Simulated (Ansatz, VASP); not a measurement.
# Two plane-wave programs on NbSi

```
Nb Si
1.0
     4.71293    0.00000    0.00000
     0.00000    2.82957    0.00000
     0.00000    0.00000    4.71412
Nb Si
2 2
Direct
  0.75000 0.00000 0.74898
  0.25000 0.00000 0.25102
  0.75000 0.50000 0.24844
  0.25000 0.50000 0.75156
```

Alike in both runs: functional PBE; k mesh 10 × 16 × 10; occupations gaussian, width 0.1 eV; no spin polarisation.

Ansatz relaxed the structure, and its values are those at the end. VASP's run is a single point on that final structure, the one shown.

|  | VASP | Ansatz |
| --- | --- | --- |
| version | VASP 6.6.1 | Ansatz 0.2.0 |
| potentials or method | VASP PAW PBE potentials, release 64 (Nb_sv, Si), cutoff 520 eV | scalar-relativistic, plane waves, PAW |
| valence electrons in the cell | 34 | 34 |

```csv
,VASP,Ansatz,Ansatz less VASP
gap on the k mesh at the Fermi level (eV),none,none,-
pressure (GPa),-0.3,0.0,+0.25
```

A gap of «none» marks a metal or a gap that the smearing closes. The functional is the same, so the differences come from potentials, cutoffs and numerics.
